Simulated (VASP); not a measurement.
# SnO (P6_3/mmc) in VASP: further runs

Runs on SnO. Level: r2SCAN. Tasks: single point.

All numbers are computed with VASP 6.6.1; they aren't measurements. Logs are shortened: lines on timing, memory, paths and dates and some standing lists are left out, and cuts for length are marked.

## Step 1: The cell of the first run

Symmetry: P6_3/mmc, No. 194, hexagonal system. Conventional cell: a = 4.125 Å, b = 4.125 Å, c = 5.185 Å, α = 90.00°, β = 90.00°, γ = 120.00°. Sn (site symmetry -6m2) has 5 O at 2.38 to 2.59 Å within 3.1 Å. O (site symmetry -6m2) has 5 Sn at 2.38 to 2.59 Å within 3.1 Å.

## Step 2: Single point, r2SCAN

Contents of POSCAR:

```
SnO
1.0
    4.1254993130      0.0000000000      0.0000000000
   -2.0627496565      3.5727872084      0.0000000000
    0.0000000000      0.0000000000      5.1854029691
Sn O
2 2
Direct
    0.3333333333      0.6666666667      0.2500000000
    0.6666666667      0.3333333333      0.7500000000
    0.6666666667      0.3333333333      0.2500000000
    0.3333333333      0.6666666667      0.7500000000
```

Contents of INCAR.step1:

```
SYSTEM = SnO
  ALGO = Normal
  EDIFF = 1E-4
  ENCUT = 520
  GGA = PE
  ISMEAR = 0
  LASPH = .TRUE.
  LCHARG = .FALSE.
  LREAL = .FALSE.
  LWAVE = .TRUE.
  NBANDS = 28
  NELM = 100
  PREC = Accurate
  SIGMA = 0.01
```

Contents of INCAR.step2:

```
SYSTEM = SnO
  ALGO = Normal
  EDIFF = 1E-7
  ENCUT = 520
  ISIF = 2
  ISMEAR = 0
  ISTART = 1
  LASPH = .TRUE.
  LCHARG = .FALSE.
  LMIXTAU = .TRUE.
  LREAL = .FALSE.
  LWAVE = .FALSE.
  METAGGA = R2SCAN
  NBANDS = 28
  NELM = 100
  PREC = Accurate
  SIGMA = 0.01
```

Contents of KPOINTS:

```
k-points
0
G
  8 8 1
  0 0 0
```

Potentials or basis: VASP PAW PBE potentials, release 64 (Sn_d, O).

Command:

```
$ cat potpaw_PBE.64/Sn_d/POTCAR potpaw_PBE.64/O/POTCAR > POTCAR
$ cp INCAR.step1 INCAR
$ mpirun -np 1 vasp_std > vasp.out
$ cp INCAR.step2 INCAR
$ mpirun -np 1 vasp_std > vasp.out
```

OUTCAR:

```text
SYSTEM = SnO
   EDIFF = 1E-7
   ENCUT = 520
   ISIF = 2
   ISMEAR = 0
   ISTART = 1
   LASPH = .TRUE.
   LREAL = .FALSE.
   METAGGA = R2SCAN
   NELM = 100
   PREC = Accurate

 ion  position               nearest neighbor table
   1  0.333  0.667  0.250-   3 2.38   3 2.38   3 2.38   4 2.59   4 2.59   2 3.52   2 3.52   2 3.52
                             2 3.52   2 3.52   2 3.52
   2  0.667  0.333  0.750-   4 2.38   4 2.38   4 2.38   3 2.59   3 2.59   1 3.52   1 3.52   1 3.52
                             1 3.52   1 3.52   1 3.52
   3  0.667  0.333  0.250-   1 2.38   1 2.38   1 2.38   2 2.59   2 2.59
   4  0.333  0.667  0.750-   2 2.38   2 2.38   2 2.38   1 2.59   1 2.59

  LATTYP: Found a hexagonal cell.
 ALAT       =     4.1254993130
 C/A-ratio  =     1.2569152424

  Lattice vectors:

 A1 = (   4.1254993130,   0.0000000000,   0.0000000000)
 A2 = (  -2.0627496565,   3.5727872084,   0.0000000000)
 A3 = (   0.0000000000,   0.0000000000,   5.1854029691)

Analysis of symmetry for initial positions (statically):
=====================================================================
 Subroutine PRICEL returns:
 Original cell was already a primitive cell.

 Routine SETGRP: Setting up the symmetry group for a
 hexagonal supercell.

 Subroutine GETGRP returns: Found 24 space group operations
 (whereof 12 operations were pure point group operations)
 out of a pool of 24 trial point group operations.

The static configuration has the point symmetry D_3d.
 The point group associated with its full space group is D_6h.

Analysis of symmetry for dynamics (positions and initial velocities):
=====================================================================
 Subroutine PRICEL returns:
 Original cell was already a primitive cell.

 Routine SETGRP: Setting up the symmetry group for a
 hexagonal supercell.

 Subroutine GETGRP returns: Found 24 space group operations
 (whereof 12 operations were pure point group operations)
 out of a pool of 24 trial point group operations.

The dynamic configuration has the point symmetry D_3d.
 The point group associated with its full space group is D_6h.

 Subroutine INISYM returns: Found 24 space group operations
 (whereof 12 operations are pure point group operations),
 and found     1 'primitive' translations

----------------------------------------------------------------------------------------

                                     Primitive cell

  volume of cell :      76.4304

  direct lattice vectors                    reciprocal lattice vectors
     4.125499313  0.000000000  0.000000000     0.242394902  0.139946762  0.000000000
    -2.062749656  3.572787208  0.000000000     0.000000000  0.279893523  0.000000000
     0.000000000  0.000000000  5.185402969     0.000000000  0.000000000  0.192849043

  length of vectors
     4.125499313  4.125499313  5.185402969     0.279893523  0.279893523  0.192849043

  position of ions in fractional coordinates (direct lattice)
     0.333333333  0.666666667  0.250000000
     0.666666667  0.333333333  0.750000000
     0.666666667  0.333333333  0.250000000
     0.333333333  0.666666667  0.750000000

  ion indices of the primitive-cell ions
   primitive index   ion index
                 1           1
                 2           2
                 3           3
                 4           4

----------------------------------------------------------------------------------------

 KPOINTS: k-points

Automatic generation of k-mesh.
 Grid dimensions read from file:
 generate k-points for:    8    8    1

 Generating k-lattice:

  Cartesian coordinates                     Fractional coordinates (reciprocal lattice)
     0.030299363  0.017493345  0.000000000     0.125000000  0.000000000  0.000000000
     0.000000000  0.034986690  0.000000000     0.000000000  0.125000000  0.000000000
     0.000000000  0.000000000  0.192849043     0.000000000  0.000000000  1.000000000

  Length of vectors
     0.034986690  0.034986690  0.192849043

  Shift w.r.t. Gamma in fractional coordinates (k-lattice)
     0.000000000  0.000000000  0.000000000

 Subroutine IBZKPT returns following result:
 ===========================================

 Found     10 irreducible k-points:

 Following reciprocal coordinates:
            Coordinates               Weight
  0.000000  0.000000  0.000000      1.000000
  0.125000  0.000000  0.000000      6.000000
  0.250000  0.000000  0.000000      6.000000
  0.375000  0.000000  0.000000      6.000000
  0.500000  0.000000  0.000000      3.000000
  0.125000  0.125000  0.000000      6.000000
  0.250000  0.125000  0.000000     12.000000
  0.375000  0.125000  0.000000     12.000000
  0.250000  0.250000  0.000000      6.000000
  0.375000  0.250000  0.000000      6.000000
   k-points           NKPTS =     10   k-points in BZ     NKDIM =     10   number of bands    NBANDS=     28
   number of dos      NEDOS =    301   number of ions     NIONS =      4
   total plane-waves  NPLWV =  40960
   dimension x,y,z NGX =    32 NGY =   32 NGZ =   40
   dimension x,y,z NGXF=    64 NGYF=   64 NGZF=   80
   ions per type =               2   2
   NGX,Y,Z   is equivalent  to a cutoff of  12.90, 12.90, 12.82 a.u.
   NGXF,Y,Z  is equivalent  to a cutoff of  25.79, 25.79, 25.65 a.u.
 SYSTEM =  SnO
   PREC   = accura    normal or accurate (medium, high low for compatibility)
   ISTART =      1    job   : 0-new  1-cont  2-samecut
   ICHARG =      0    charge: 1-file 2-atom 10-const
   ISPIN  =      1    spin polarized calculation?
   LNONCOLLINEAR =      F non collinear calculations
   LSORBIT =      F    spin-orbit coupling
   LASPH  =      T    aspherical Exc in radial PAW
   ENCUT  =  520.0 eV  38.22 Ry    6.18 a.u.   7.67  7.67  9.64*2*pi/ulx,y,z
   NELM   =    100;   NELMIN=  2; NELMDL=  0     # of ELM steps
   EDIFF  = 0.1E-06   stopping-criterion for ELM
   LREAL  =      F    real-space projection
   EDIFFG = 0.1E-05   stopping-criterion for IOM
   NSW    =      0    number of steps for IOM
   IBRION =     -1    ionic relax: 0-MD 1-quasi-New 2-CG
   NFREE  =      0    steps in history (QN), initial steepest desc. (CG)
   ISIF   =      2    stress and relaxation
   ISYM   =      2    0-nonsym 1-usesym 2-fastsym
   POTIM  = 0.5000    time-step for ionic-motion
   TEBEG  =    0.0;   TEEND  =   0.0 temperature during run
   PSTRESS=    0.0 pullay stress
   NELECT =      40.0000    total number of electrons
   NUPDOWN=      -1.0000    fix difference up-down
   EMIN   =  10.00;   EMAX   =-10.00  energy-range for DOS
   EFERMI =   0.00;   METHOD = LEGACY
   ISMEAR =     0;   SIGMA  =   0.01  broadening in eV -4-tet -1-fermi 0-gaus
   EFERMI_NEDOS =   21; number of points for ismear=-14 and -15
   IALGO  =     38    algorithm
   IMIX   =      4    mixing-type and parameters
     AMIX     =   0.40;   BMIX     =  1.00
     AMIX_MAG =   1.60;   BMIX_MAG =  1.00
  volume/ion in A,a.u.               =      19.11       128.94
  Fermi-wavevector in a.u.,A,eV,Ry     =   1.319287  2.493092 23.681204  1.740519
  Thomas-Fermi vector in A             =   2.449196
   LORBIT       =      0    0 simple, 1 ext, 2 COOP (PROOUT), +10 PAW based schemes
   METAGGA = R2SCAN    functional components
   LHFCALC =     F    Hartree Fock is set to
   AEXX    =    0.0000 exact exchange contribution
   IVDW    =     0    specifies the selected vdW correction
   LEPSILON=     F    determine dielectric tensor
   LRPA    =     F    only Hartree local field effects (RPA)
 non-spin polarized calculation
 Gauss-broadening in eV      SIGMA  =   0.01
  energy-cutoff  :      520.00
  volume of cell :       76.43
 maximum number of plane-waves:      2077
 NGX is ok and might be reduce to    32
   NGX = 15   NGY = 15   NGZ = 19

 number of electron      39.9999999 magnetization

 Free energy of the ion-electron system (eV)
  ---------------------------------------------------
  ext. energy  EPLUGINS =         0.00000000
  ---------------------------------------------------
  free energy    TOTEN  =       -66.82385935 eV

  energy without entropy =      -66.82385935  energy(sigma->0) =      -66.82385935

 E-fermi :   5.5914     XC(G=0): -10.4721

 val. band max:        5.5372812264   @ k =   0.3750   0.2500   0.0000
 cond. band min:       7.5468665397   @ k =   0.5000   0.0000   0.0000
 fundamental gap:      2.0095853133
 Fermi energy:         5.5913620338

 k-point     1 :       0.0000    0.0000    0.0000
  band No.  band energies     occupation
      1     -16.1542      2.00000
      2     -15.9270      2.00000
      3     -15.9270      2.00000
      4     -15.9230      2.00000
      5     -15.9229      2.00000
      6     -15.8983      2.00000
[... 20 lines left out ...]
     27      14.0347      0.00000
     28      16.6394      0.00000

 k-point     2 :       0.1250    0.0000    0.0000
  band No.  band energies     occupation
      1     -16.1565      2.00000
      2     -15.9471      2.00000
      3     -15.9246      2.00000
      4     -15.9165      2.00000
      5     -15.9117      2.00000
      6     -15.9010      2.00000
[... 20 lines left out ...]
     27      14.5433      0.00000
     28      16.0945      0.00000

 k-point     3 :       0.2500    0.0000    0.0000
  band No.  band energies     occupation
      1     -16.1603      2.00000
      2     -15.9933      2.00000
      3     -15.9166      2.00000
      4     -15.9072      2.00000
      5     -15.9027      2.00000
      6     -15.8972      2.00000
[... 20 lines left out ...]
     27      15.3198      0.00000
     28      15.3591      0.00000

 k-point     4 :       0.3750    0.0000    0.0000
  band No.  band energies     occupation
      1     -16.1603      2.00000
      2     -16.0402      2.00000
      3     -15.9128      2.00000
      4     -15.9078      2.00000
      5     -15.8961      2.00000
      6     -15.8897      2.00000
[... 144 lines left out ...]
     27      13.0398      0.00000
     28      15.9528      0.00000

 k-point     9 :       0.2500    0.2500    0.0000
  band No.  band energies     occupation
      1     -16.1447      2.00000
      2     -16.0675      2.00000
      3     -15.9221      2.00000
      4     -15.9129      2.00000
      5     -15.8873      2.00000
      6     -15.8819      2.00000
[... 20 lines left out ...]
     27      12.1999      0.00000
     28      16.3619      0.00000

 k-point    10 :       0.3750    0.2500    0.0000
  band No.  band energies     occupation
      1     -16.1296      2.00000
      2     -16.0923      2.00000
      3     -15.9253      2.00000
      4     -15.9142      2.00000
      5     -15.8836      2.00000
      6     -15.8738      2.00000
[... 20 lines left out ...]
     27      11.8169      0.00000
     28      16.2062      0.00000

------------------------ aborting loop because EDIFF is reached ----------------------------------------

  FORCE on cell =-STRESS in cart. coord.  units (eV):
  Direction    XX          YY          ZZ          XY          YZ          ZX
  --------------------------------------------------------------------------------------
  -------------------------------------------------------------------------------------
  Total        2.0533082      2.0533082     -9.1439386      0.0000000      0.0000000      0.0000000
  in kB       43.0426045     43.0426045   -191.6803970      0.0000000      0.0000000      0.0000000
  external PRESSURE =     -35.1983960 kB  Pullay stress =       0.0000000 kB

 VOLUME and BASIS-vectors are now :
 -----------------------------------------------------------------------------
  energy-cutoff  :      520.00
  volume of cell :       76.43
      direct lattice vectors                 reciprocal lattice vectors
     4.125499313  0.000000000  0.000000000     0.242394902  0.139946762  0.000000000
    -2.062749656  3.572787208  0.000000000     0.000000000  0.279893523  0.000000000
     0.000000000  0.000000000  5.185402969     0.000000000  0.000000000  0.192849043

 POSITION                                       TOTAL-FORCE (eV/Angst)
 -----------------------------------------------------------------------------------
     -0.00000      2.38186      1.29635         0.000000      0.000000      0.000000
      2.06275      1.19093      3.88905        -0.000000      0.000000      0.000000
      2.06275      1.19093      1.29635        -0.000000      0.000000      0.000000
     -0.00000      2.38186      3.88905         0.000000     -0.000000      0.000000
 -----------------------------------------------------------------------------------
    total drift:                                0.000000     -0.000000      0.000000

  FREE ENERGIE OF THE ION-ELECTRON SYSTEM (eV)
  ---------------------------------------------------
  free  energy   TOTEN  =       -66.8238593545 eV

  energy  without entropy=      -66.8238593545  energy(sigma->0) =      -66.82385935
```

It took 39 s on 1 thread of Intel Xeon 6975P-C (Granite Rapids), shared host; peak memory 0.2 GiB.

Results:

```
Free energy            : -66.8239 eV
Pressure               : -3.5 GPa
Band gap on the k mesh : 2.01 eV, indirect (least direct gap 2.64 eV)
```

Caveat: the k points lie up to 1.21 Å⁻¹ apart; the PAW data sets were made with another functional, which shifts forces and pressure a little; spin-orbit coupling is left out, which moves the levels of the heavy elements. r2SCAN opens gaps a little over a GGA but as a rule still falls short of measured ones.

## Step 3: Single point, r2SCAN

POSCAR is that of step 2.

Contents of INCAR.step1:

```
  ALGO = Normal
  EDIFF = 1E-4
  ENCUT = 520
  GGA = PE
  ISMEAR = 0
  LASPH = T
  LCHARG = F
  LREAL = F
  LWAVE = T
  NBANDS = 28
  NELM = 100
  PREC = Accurate
  SIGMA = 0.01
```

Contents of INCAR.step2:

```
  ALGO = Normal
  EDIFF = 1E-6
  ENCUT = 520
  ISIF = 2
  ISMEAR = 0
  ISTART = 1
  LASPH = T
  LCHARG = T
  LELF = T
  LMIXTAU = T
  LREAL = F
  LVHAR = T
  LWAVE = F
  METAGGA = R2SCAN
  NBANDS = 28
  NELM = 100
  PREC = Accurate
  SIGMA = 0.01
```

Contents of KPOINTS:

```
k-points
0
Gamma
  6 6 4
```

Potentials or basis: VASP PAW PBE potentials, release 64 (Sn_d, O).

Command:

```
$ cat potpaw_PBE.64/Sn_d/POTCAR potpaw_PBE.64/O/POTCAR > POTCAR
$ cp INCAR.step1 INCAR
$ mpirun -np 1 vasp_std > vasp.out
$ cp INCAR.step2 INCAR
$ mpirun -np 1 vasp_std > vasp.out
```

It took 56 s on 1 thread of Intel Xeon 6975P-C (Granite Rapids), shared host; peak memory 0.22 GiB.

It converged, with:

* Free energy: -64.4177 eV
* Pressure: 0.2 GPa
* Band gap on the k mesh: 0.57 eV, direct

Stress tensor (GPa, compression positive):
```
0.31 0.00 0.00
0.00 0.31 0.00
0.00 0.00 0.09
```

Levels at points of the mesh, in eV from the valence-band top:
```tsv
k point	band 16	band 17	band 18	band 19	band 20	band 21	band 22	band 23	band 24	band 25
(0.00, 0.00, 0.00)	-5.01	-4.63	-4.15	-4.15	-3.89	3.25	3.31	3.31	4.20	4.20
(0.50, 0.00, 0.00)	-5.72	-4.77	-4.51	-1.95	-1.83	1.01	3.47	3.56	4.03	4.58
(0.00, 0.00, 0.50)	-4.55	-4.55	-4.55	-2.30	-2.30	2.77	2.77	3.40	3.40	3.40
(0.50, 0.00, 0.50)	-5.17	-4.17	-4.17	-1.11	-1.11	0.87	0.87	3.40	3.40	4.77
```

Caveat: the PAW data sets were made with another functional, which shifts forces and pressure a little; spin-orbit coupling is left out, which moves the levels of the heavy elements.

## Step 4: Single point, r2SCAN

POSCAR is that of step 3.

Contents of INCAR.step1:

```
SYSTEM = SnO
  PREC = Accurate
  ENCUT = 520
  ISMEAR = 0
  SIGMA = 0.01
  LREAL = .False.
  LASPH = .True.
  NELM = 100
  NBANDS = 28
  ISYM = 0
  GGA = PE
  ALGO = Normal
  EDIFF = 1E-4
  LWAVE = .True.
  LCHARG = .False.
```

Contents of INCAR.step2:

```
SYSTEM = SnO
  PREC = Accurate
  ENCUT = 520
  EDIFF = 1E-7
  ISMEAR = 0
  SIGMA = 0.01
  LREAL = .False.
  LASPH = .True.
  NELM = 100
  ALGO = Normal
  ISIF = 2
  LWAVE = .False.
  LCHARG = .False.
  METAGGA = R2SCAN
  LMIXTAU = .True.
  NBANDS = 28
  ISYM = 0
  ISTART = 1
```

Contents of KPOINTS:

```
Automatic mesh
0
Gamma
  6 6 4
  0.5 0.5 0.5
```

Command:

```
$ cat potpaw_PBE.64/Sn_d/POTCAR potpaw_PBE.64/O/POTCAR > POTCAR
$ cp INCAR.step1 INCAR
$ mpirun -np 1 vasp_std > vasp.out
$ cp INCAR.step2 INCAR
$ mpirun -np 1 vasp_std > vasp.out
```

Run time: 9.1 min. Hardware: 1 thread of Intel Xeon 6975P-C (Granite Rapids), shared host; peak memory 0.47 GiB.

The run converged. Its results:

- Free energy: -64.4163 eV
- Pressure: 0.5 GPa
- Band gap on the k mesh: 0.94 eV, indirect (least direct gap 1.11 eV)

Stress tensor (GPa, compression positive):
```
0.56 0.00 0.00
0.00 0.56 0.00
0.00 0.00 0.31
```

Levels at points of the mesh, in eV from the valence-band top:
| k point | band 18 | band 19 | band 20 | band 21 | band 22 | band 23 |
| --- | --- | --- | --- | --- | --- | --- |
| (0.08, 0.08, 0.12) | -3.69 | -3.20 | -2.92 | 2.75 | 3.15 | 3.84 |

Caveat: the PAW data sets were made with another functional, which shifts forces and pressure a little; spin-orbit coupling is left out, which moves the levels of the heavy elements. r2SCAN opens gaps a little over a GGA but as a rule still falls short of measured ones.

## Step 5: The runs side by side

```csv
k mesh,gap on the mesh (eV),pressure (GPa)
8 × 8 × 1,2.01,-3.5
6 × 6 × 4,0.57,0.2
"6 × 6 × 4, shifted",0.94,0.5
```

Alike in all rows: task single point; level r2SCAN; potentials or basis VASP PAW PBE potentials, release 64 (Sn_d, O); no spin polarisation; cell as given; cutoff (eV) 520; smearing gaussian 0.01 eV.

Caveats: some runs use coarse meshes; the PAW data sets were made with another functional, which shifts forces and pressure a little; spin-orbit coupling is left out, which moves the levels of the heavy elements.

Absolute energies hang on the potentials; compare differences alone.
